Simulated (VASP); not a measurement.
# Sc (I4/mmm) in VASP: further runs, part 2 of 2

VASP 6.6.1. Earlier steps stand in the parts before.

## (4) Single point, r2SCAN

This run uses another cell than the first one, of 25.25 Å³/atom.

Input file POSCAR:

```
Sc
1.0
   -1.9172054859      1.9172054859      1.7176030000
    1.9172054859     -1.9172054859      1.7176030000
    1.9172054859      1.9172054859     -1.7176030000
Sc
1
Direct
    0.0000000000      0.0000000000      0.0000000000
```

Input file INCAR.step1:

```
SYSTEM = Sc
ALGO = Normal
EDIFF = 1E-4
ENCUT = 520
GGA = PE
ISMEAR = -1
LASPH = .True.
LCHARG = .False.
LREAL = .False.
LWAVE = .True.
NBANDS = 12
NELM = 80
PREC = Accurate
SIGMA = 0.05
```

Input file INCAR.step2:

```
SYSTEM = Sc
ALGO = Normal
EDIFF = 1E-6
ENCUT = 520
ISIF = 2
ISMEAR = -1
ISTART = 1
LASPH = .True.
LCHARG = .False.
LMIXTAU = .True.
LREAL = .False.
LWAVE = .False.
METAGGA = R2SCAN
NBANDS = 12
NELM = 80
PREC = Accurate
SIGMA = 0.05
```

Input file KPOINTS:

```
k-points
0
Gamma
  6 6 6
  0 0 0
```

Potentials or basis: VASP PAW PBE potentials, release 64 (Sc_sv).

The run is started by

```sh
$ cat potpaw_PBE.64/Sc_sv/POTCAR > POTCAR
$ cp INCAR.step1 INCAR
$ mpirun -np 1 vasp_std > vasp.out
$ cp INCAR.step2 INCAR
$ mpirun -np 1 vasp_std > vasp.out
```

OUTCAR:

```text
SYSTEM = Sc
   EDIFF = 1E-6
   ENCUT = 520
   ISIF = 2
   ISMEAR = -1
   ISTART = 1
   LASPH = .True.
   LREAL = .False.
   METAGGA = R2SCAN
   NELM = 80
   PREC = Accurate

 ion  position               nearest neighbor table
   1  0.000  0.000  0.000-

  LATTYP: Found a body centered tetragonal cell.
 ALAT       =     3.8344109718
 C/A-ratio  =     0.8958888406

  Lattice vectors:

 A1 = (  -1.9172054859,   1.9172054859,   1.7176030000)
 A2 = (   1.9172054859,  -1.9172054859,   1.7176030000)
[... 539 lines left out ...]

 [... further k-points ...]

------------------------ aborting loop because EDIFF is reached ----------------------------------------

  FORCE on cell =-STRESS in cart. coord.  units (eV):
  Direction    XX          YY          ZZ          XY          YZ          ZX
  --------------------------------------------------------------------------------------
  -------------------------------------------------------------------------------------
  Total       -0.1365475     -0.1365475      0.2772767      0.0000000      0.0000000      0.0000000
  in kB       -8.6631191     -8.6631191     17.5915410      0.0000000      0.0000000      0.0000000
  external PRESSURE =       0.0884343 kB  Pullay stress =       0.0000000 kB

 VOLUME and BASIS-vectors are now :
 -----------------------------------------------------------------------------
  energy-cutoff  :      520.00
  volume of cell :       25.25
      direct lattice vectors                 reciprocal lattice vectors
    -1.917205486  1.917205486  1.717603000     0.000000000  0.260796249  0.291103357
     1.917205486 -1.917205486  1.717603000     0.260796249  0.000000000  0.291103357
     1.917205486  1.917205486 -1.717603000     0.260796249  0.260796249  0.000000000

 POSITION                                       TOTAL-FORCE (eV/Angst)
 -----------------------------------------------------------------------------------
      0.00000      0.00000      0.00000         0.000000      0.000000      0.000000
 -----------------------------------------------------------------------------------
    total drift:                                0.000000      0.000000      0.000000

  FREE ENERGIE OF THE ION-ELECTRON SYSTEM (eV)
  ---------------------------------------------------
  free  energy   TOTEN  =       -11.2798796480 eV

  energy  without entropy=      -11.2642611160  energy(sigma->0) =      -11.27207038
```

OUTCAR.step1:

```text
SYSTEM = Sc
   EDIFF = 1E-4
   ENCUT = 520
   GGA = PE
   ISMEAR = -1
   LASPH = .True.
   LREAL = .False.
[... 576 lines left out ...]
 -----------------------------------------------------------------------------------
      0.00000      0.00000      0.00000        -0.000000     -0.000000      0.000000
 -----------------------------------------------------------------------------------
    total drift:                                0.000000      0.000000     -0.000000

  FREE ENERGIE OF THE ION-ELECTRON SYSTEM (eV)
  ---------------------------------------------------
  free  energy   TOTEN  =        -6.1525083167 eV

  energy  without entropy=       -6.1300947027  energy(sigma->0) =       -6.14130151
```

It took 20 s on 1 thread of Intel Xeon Platinum 8488C (Sapphire Rapids), shared host; peak memory 0.14 GiB.

Results:

```
Free energy            : -11.2799 eV
Pressure               : 0.0 GPa
Band gap on the k mesh : zero (an odd number of electrons rules out a gap without spin polarisation)
```

Caveat: the k points lie up to 0.41 Å⁻¹ apart, too coarse for converged energies and pressures of a metal; the PAW data sets were made with another functional, which shifts forces and pressure a little.

## (5) Single point, PBE (23.74 Å³/atom)

This run uses another cell than the first one, of 23.74 Å³/atom.

Input file INCAR:

```
SYSTEM = Sc
PREC     = Accurate       ! precision mode
ENCUT    = 520            ! plane-wave cutoff, eV
EDIFF    = 1E-6           ! SCF threshold, eV
ISMEAR   = -1             ! smearing method
SIGMA    = 0.05           ! smearing width, eV
LREAL    = .False.        ! projectors in reciprocal space
LASPH    = .True.         ! aspherical terms in the spheres
NELM     = 100            ! most SCF steps
ALGO     = Normal         ! electronic algorithm
ISIF     = 2              ! what is computed and relaxed
LWAVE    = .False.        ! write WAVECAR
LCHARG   = .True.         ! write CHGCAR
GGA      = PE             ! functional
LELF     = .True.         ! ELF
LVHAR    = .True.       
NBANDS   = 12             ! bands
```

Input file KPOINTS:

```
regular mesh
0
Gamma
  10 10 10
  0 0 0
```

Input file POSCAR:

```
Sc
1.0
   -1.8780678615      1.8780678615      1.6825400391
    1.8780678615     -1.8780678615      1.6825400391
    1.8780678615      1.8780678615     -1.6825400391
Sc
1
Direct
    0.0000000000      0.0000000000      0.0000000000
```

The run is started by

```sh
$ cat potpaw_PBE.64/Sc_sv/POTCAR > POTCAR
$ mpirun -np 1 vasp_std > vasp.out
```

It took 12 s on 1 thread of Intel Xeon Platinum 8488C (Sapphire Rapids), shared host; peak memory 0.16 GiB.

Results (log left out):

```
Free energy            : -6.1410 eV
Pressure               : 2.6 GPa
Band gap on the k mesh : zero (an odd number of electrons rules out a gap without spin polarisation)
```

Stress tensor (GPa, compression positive):
```
2.19 0.00 0.00
0.00 2.19 0.00
0.00 0.00 3.36
```

Levels at points of the mesh, in eV from the Fermi level:
| k point | band 3 | band 4 | band 5 | band 6 | band 7 | band 8 |
| --- | --- | --- | --- | --- | --- | --- |
| (0.00, 0.00, 0.00) | -27.87 | -27.84 | -5.31 | 1.07 | 1.81 | 1.81 |
| (0.50, 0.00, 0.00) | -28.01 | -27.88 | -1.79 | 0.04 | 0.77 | 2.94 |
| (0.50, 0.50, 0.00) | -27.95 | -27.85 | -1.90 | 0.16 | 0.89 | 2.41 |
| (0.50, 0.50, 0.50) | -28.20 | -28.08 | -1.42 | -1.17 | 4.02 | 4.02 |

## (6) The runs side by side

| level | cell | k mesh | cutoff (eV) | smearing | tolerance level | purpose | dipole correction | gap on the mesh (eV) | pressure (GPa) |
| --- | --- | --- | --- | --- | --- | --- | --- | --- | --- |
| revPBE | a = 3.200 Å, angles 106.4, 106.4, 115.8°, 1 atom | 20 × 20 × 20 | 590 | gaussian 0.04 eV | tight | stress | - | none | 1.3 |
| PBEsol | a = 3.210 Å, angles 106.6, 106.6, 115.3°, 1 atom | 6 × 6 × 6 | 520 | fermi-dirac 0.05 eV | - | - | no | none | -2.9 |
| r2SCAN | a = 3.210 Å, angles 106.6, 106.6, 115.3°, 1 atom | 6 × 6 × 6 | 520 | fermi-dirac 0.05 eV | - | - | no | none | 0.0 |
| PBE | a = 3.144 Å, angles 106.6, 106.6, 115.3°, 1 atom | 10 × 10 × 10 | 520 | fermi-dirac 0.05 eV | - | - | no | none | 2.6 |

Alike in all rows: task single point; potentials or basis VASP PAW PBE potentials, release 64 (Sc_sv); no spin polarisation.

Caveats: some runs use coarse meshes; the PAW data sets were made with another functional, which shifts forces and pressure a little (at least some runs).

Total energies depend on the potentials used, so only differences within one code and one set of settings carry meaning.
